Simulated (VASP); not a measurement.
# YGaS (P4_2/mmc) in VASP: relaxation of cell and atoms with PBE

Aim: the relaxation of cell and atoms of YGaS with PBE.

Program: VASP 6.6.1. These are calculated values, not measurements. Logs are shortened: lines on timing, memory, paths and dates and some standing lists are left out, and cuts for length are marked.

**1. The cell of the first run**

The structure is tetragonal, space group P4_2/mmc (No. 131). The conventional cell has a = 4.331 Å, b = 4.331 Å, c = 6.125 Å, α = 90.00°, β = 90.00°, γ = 90.00°. Y (site symmetry -4m2) has 4 S at 2.65 Å and 2 Y at 3.06 Å and 4 Ga at 3.06 Å within 3.5 Å. Ga (site symmetry -4m2) has 4 S at 2.65 Å and 2 Ga at 3.06 Å and 4 Y at 3.06 Å within 3.5 Å. Within 3.5 Å of S (site symmetry mmm) lie 4 Y at 2.65 Å and 4 Ga at 2.65 Å.

**2. Relaxation of cell and atoms, PBE**

File INCAR:

```
ALGO = Normal
EDIFF = 1E-6
EDIFFG = -0.04
ENCUT = 600
GGA = PE
IBRION = 2
ISIF = 3
ISMEAR = 0
LASPH = True
LCHARG = False
LREAL = False
LWAVE = False
NELM = 80
NSW = 90
PREC = Accurate
SIGMA = 0.1
```

File KPOINTS:

```
k-points
0
Gamma
  4 4 4
```

File POSCAR:

```
YGaS
1.0
    4.3306978700      0.0000000000      0.0000000000
    0.0000000000      4.3306978700      0.0000000000
    0.0000000000      0.0000000000      6.1245316600
Y Ga S
2 2 2
Direct
    0.5000000000      0.5000000000      0.2500000000
    0.5000000000      0.5000000000      0.7500000000
    0.0000000000      0.0000000000      0.7500000000
    0.0000000000      0.0000000000      0.2500000000
    0.0000000000      0.5000000000      0.0000000000
    0.5000000000      0.0000000000      0.5000000000
```

Potentials or basis: VASP PAW PBE potentials, release 64 (Y_sv, Ga_d, S).

Run with:

```
$ cat potpaw_PBE.64/Y_sv/POTCAR potpaw_PBE.64/Ga_d/POTCAR potpaw_PBE.64/S/POTCAR > POTCAR
$ mpirun -np 1 vasp_std > vasp.out
```

OUTCAR:

```text
EDIFF = 1E-6
   EDIFFG = -0.04
   ENCUT = 600
   GGA = PE
   IBRION = 2
   ISIF = 3
   ISMEAR = 0
   LASPH = True
   LREAL = False
   NELM = 80
   NSW = 90
   PREC = Accurate

 ion  position               nearest neighbor table
   1  0.500  0.500  0.250-   5 2.65   6 2.65   6 2.65   5 2.65   2 3.06   2 3.06   4 3.06   4 3.06
                             4 3.06   4 3.06
   2  0.500  0.500  0.750-   5 2.65   6 2.65   6 2.65   5 2.65   1 3.06   1 3.06   3 3.06   3 3.06
                             3 3.06   3 3.06
   3  0.000  0.000  0.750-   5 2.65   6 2.65   5 2.65   6 2.65   2 3.06   2 3.06   2 3.06   2 3.06

   4  0.000  0.000  0.250-   5 2.65   6 2.65   5 2.65   6 2.65   1 3.06   1 3.06   1 3.06   1 3.06

   5  0.000  0.500  0.000-   1 2.65   2 2.65   3 2.65   4 2.65   3 2.65   4 2.65   1 2.65   2 2.65

   6  0.500  0.000  0.500-   1 2.65   2 2.65   3 2.65   4 2.65   1 2.65   2 2.65   3 2.65   4 2.65

  LATTYP: Found a simple tetragonal cell.
 ALAT       =     4.3306978700
 C/A-ratio  =     1.4142135618

  Lattice vectors:

 A1 = (   4.3306978700,   0.0000000000,   0.0000000000)
 A2 = (   0.0000000000,   4.3306978700,   0.0000000000)
 A3 = (   0.0000000000,   0.0000000000,   6.1245316600)

Analysis of symmetry for initial positions (statically):
=====================================================================
 Subroutine PRICEL returns:
 Original cell was already a primitive cell.

 Routine SETGRP: Setting up the symmetry group for a
 simple tetragonal supercell.

 Subroutine GETGRP returns: Found 16 space group operations
 (whereof  8 operations were pure point group operations)
 out of a pool of 16 trial point group operations.

The static configuration has the point symmetry D_2h.
 The point group associated with its full space group is D_4h.

Analysis of symmetry for dynamics (positions and initial velocities):
=====================================================================
 Subroutine PRICEL returns:
 Original cell was already a primitive cell.

 Routine SETGRP: Setting up the symmetry group for a
 simple tetragonal supercell.

 Subroutine GETGRP returns: Found 16 space group operations
 (whereof  8 operations were pure point group operations)
 out of a pool of 16 trial point group operations.

The dynamic configuration has the point symmetry D_2h.
 The point group associated with its full space group is D_4h.

 Subroutine INISYM returns: Found 16 space group operations
 (whereof  8 operations are pure point group operations),
 and found     1 'primitive' translations

----------------------------------------------------------------------------------------

                                     Primitive cell

[... 111 lines left out ...]
     AMIX_MAG =   1.60;   BMIX_MAG =  1.00
  volume/ion in A,a.u.               =      19.14       129.19
  Fermi-wavevector in a.u.,A,eV,Ry     =   1.318446  2.491502 23.651007  1.738300
  Thomas-Fermi vector in A             =   2.448415
   LORBIT       =      0    0 simple, 1 ext, 2 COOP (PROOUT), +10 PAW based schemes
   GGA     = PE    functional components
   LHFCALC =     F    Hartree Fock is set to
   AEXX    =    0.0000 exact exchange contribution
   IVDW    =     0    specifies the selected vdW correction
   LEPSILON=     F    determine dielectric tensor
   LRPA    =     F    only Hartree local field effects (RPA)
 conjugate gradient relaxation of ions
 non-spin polarized calculation
 Gauss-broadening in eV      SIGMA  =   0.10
  energy-cutoff  :      600.00
  volume of cell :      114.87
 maximum number of plane-waves:      3872
 NGX is ok and might be reduce to    36
   NGX = 17   NGY = 17   NGZ = 25

--------------------------------------- Ionic step        1  -------------------------------------------

 number of electron      60.0000013 magnetization

 Free energy of the ion-electron system (eV)
  ---------------------------------------------------
  ext. energy  EPLUGINS =         0.00000000
  ---------------------------------------------------
  free energy    TOTEN  =       -29.83532831 eV

  energy without entropy =      -29.82180190  energy(sigma->0) =      -29.82856511

------------------------ aborting loop because EDIFF is reached ----------------------------------------

  FORCE on cell =-STRESS in cart. coord.  units (eV):
  Direction    XX          YY          ZZ          XY          YZ          ZX
  --------------------------------------------------------------------------------------
  -------------------------------------------------------------------------------------
  Total        6.4335069      6.4335069     16.8563906      0.0000000      0.0000000      0.0000000
  in kB       89.7366180     89.7366180    235.1183425      0.0000000      0.0000000      0.0000000
  external PRESSURE =     138.1971929 kB  Pullay stress =       0.0000000 kB
[... 101 lines left out ...]
  FREE ENERGIE OF THE ION-ELECTRON SYSTEM (eV)
  ---------------------------------------------------
  free  energy   TOTEN  =       -30.9277701645 eV

  energy  without entropy=      -30.9021410752  energy(sigma->0) =      -30.91495562

 E-fermi :   4.7840     XC(G=0):  -9.9448

 val. band max:        4.7353654421   @ k =   0.2500   0.0000   0.2500
 cond. band min:       4.8133895751   @ k =   0.2500   0.0000   0.5000
 fundamental gap:      0.0780241330
 Fermi energy:         4.7839535949

 k-point     1 :       0.0000    0.0000    0.0000
  band No.  band energies     occupation
      1     -38.3720      2.00000
      2     -38.3320      2.00000
      3     -18.6627      2.00000
      4     -18.3959      2.00000
      5     -18.3959      2.00000
      6     -18.3327      2.00000
[... 691 lines left out ...]
     35       6.9276      0.00000
     36       6.9276      0.00000

[... ionic steps 4 to 8 ...]

--------------------------------------- Ionic step        9  -------------------------------------------

 number of electron      59.9999969 magnetization

------------------------ aborting loop because EDIFF is reached ----------------------------------------
[... 75 lines left out ...]
--------------------------------------- Ionic step       11  -------------------------------------------

 number of electron      60.0000006 magnetization

 Free energy of the ion-electron system (eV)
  ---------------------------------------------------
  ext. energy  EPLUGINS =         0.00000000
  ---------------------------------------------------
  free energy    TOTEN  =       -31.37216733 eV

  energy without entropy =      -31.34503886  energy(sigma->0) =      -31.35860310

 E-fermi :   4.9667     XC(G=0): -10.0427

 val. band max:        4.9634824549   @ k =   0.2500   0.2500   0.2500
 cond. band min:       4.9837361507   @ k =   0.2500   0.0000   0.0000
 fundamental gap:      0.0202536958
 Fermi energy:         4.9667018955

 k-point     1 :       0.0000    0.0000    0.0000
  band No.  band energies     occupation
      1     -38.0503      2.00000
      2     -38.0398      2.00000
      3     -18.2780      2.00000
      4     -18.0656      2.00000
      5     -18.0417      2.00000
      6     -18.0417      2.00000
[... 724 lines left out ...]
  FREE ENERGIE OF THE ION-ELECTRON SYSTEM (eV)
  ---------------------------------------------------
  free  energy   TOTEN  =       -31.3721673334 eV

  energy  without entropy=      -31.3450388616  energy(sigma->0) =      -31.35860310

 reached required accuracy - stopping structural energy minimisation
```

Run time: 6.3 min. Hardware: 1 thread of Intel Xeon 6975P-C (Granite Rapids), shared host; peak memory 0.31 GiB.

Results:

* Free energy: -31.3722 eV
* Relaxed volume: 22.66 Å³/atom
* Relaxed cell: a = 4.215 Å, b = 4.215 Å, c = 7.655 Å, α = 90.00°, β = 90.00°, γ = 90.00°
* Space group after relaxing (to 0.1 Å): P4_2/mmc (No. 131)
* Energy gained by relaxing: 256.1 meV/atom
* Ionic steps: 11
* Pressure after relaxing: 0.1 GPa
* Band gap on the k mesh: zero (bands 30 and 31 overlap by 0.21 eV)

Step by step:
| step | energy change (eV) | largest force (eV/Å) | pressure (GPa) | volume (Å³) |
| --- | --- | --- | --- | --- |
| 1 | 0.0000 | 0.0000 | 13.82 | 114.87 |
| 2 | -1.0673 | 0.0000 | -3.13 | 144.28 |
| 3 | -1.0924 | 0.0000 | -1.41 | 139.19 |
| 4 | -1.0926 | 0.0000 | -1.70 | 139.99 |
| 5 | -1.3250 | 0.0000 | -1.33 | 137.94 |
| 6 | -1.4987 | 0.0000 | 0.13 | 134.80 |
| 7 | -1.1685 | 0.0000 | 6.08 | 127.25 |
| 8 | -1.5238 | 0.0000 | 0.92 | 133.48 |
| 9 | -1.5242 | 0.0000 | 1.25 | 133.02 |
| 10 | -1.5353 | 0.0000 | -0.34 | 137.07 |
| 11 | -1.5368 | 0.0000 | 0.11 | 135.97 |

Final structure:
```
Y Ga S
1.0
     4.21457    0.00000    0.00000
     0.00000    4.21457    0.00000
     0.00000    0.00000    7.65506
Y Ga S
2 2 2
Direct
  0.50000 0.50000 0.25000
  0.50000 0.50000 0.75000
  0.00000 0.00000 0.75000
  0.00000 0.00000 0.25000
  0.00000 0.50000 0.00000
  0.50000 0.00000 0.50000
```

Caveat: the k points lie up to 0.37 Å⁻¹ apart in the final cell; the volume moved by over 15 % at a fixed basis, so the end points are rough.
